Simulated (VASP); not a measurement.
**AlRu: single point with PBEsol**

AlRu:

```xyz
2
Lattice="2.7411 0.0000 0.0000 0.0000 2.7411 0.0000 0.0000 0.0000 3.5634" Properties=species:S:1:pos:R:3 pbc="T T T"
Al    0.0000    0.0000    0.0000
Ru    1.3705    1.3705    1.7817
```

This cell differs from its parent crystal: ratio of the length along z to the lengths across it x 1.3, volume and fractional coordinates fixed.

| Quantity | Value |
| --- | --- |
| Program | VASP 6.6.1 |
| Task | single point |
| Functional | PBEsol |
| Potentials or basis | VASP PAW PBE potentials, release 64 (Al, Ru_pv) |
| Cutoff | 520 eV |
| k mesh | 18 × 18 × 18 |
| Occupations | gaussian, width 0.15 eV |
| Spin | no spin polarisation |

```
Pressure : 2.7 GPa
```

Stress tensor (GPa, compression positive):
```
  9.58   0.00   0.00
  0.00   9.58   0.00
  0.00   0.00 -11.07
```

Levels at points of the mesh, in eV from the Fermi level:
```
           k point  band 7  band 8  band 9  band 10  band 11  band 12
(0.00, 0.00, 0.00)   -0.09   -0.09    1.11     1.33     8.64     8.64
(0.50, 0.00, 0.00)   -2.97   -0.93    0.34     3.49     6.43     6.94
(0.50, 0.50, 0.00)   -2.60   -0.64   -0.64     2.61     6.53     6.97
(0.00, 0.00, 0.50)   -0.76   -0.68   -0.68     1.16     7.86    11.18
(0.50, 0.00, 0.50)   -1.15   -0.86   -0.16    -0.02     4.75     5.40
(0.50, 0.50, 0.50)    0.48    2.62    2.68     3.08     4.57     4.57
```

Run time: 89 s on 1 thread of Intel(R) Xeon(R) 6975P-C (Granite Rapids) (shared host), peak memory 0.32 GiB.

Caveat: the PAW data sets were made with another functional, which shifts forces and pressure a little.
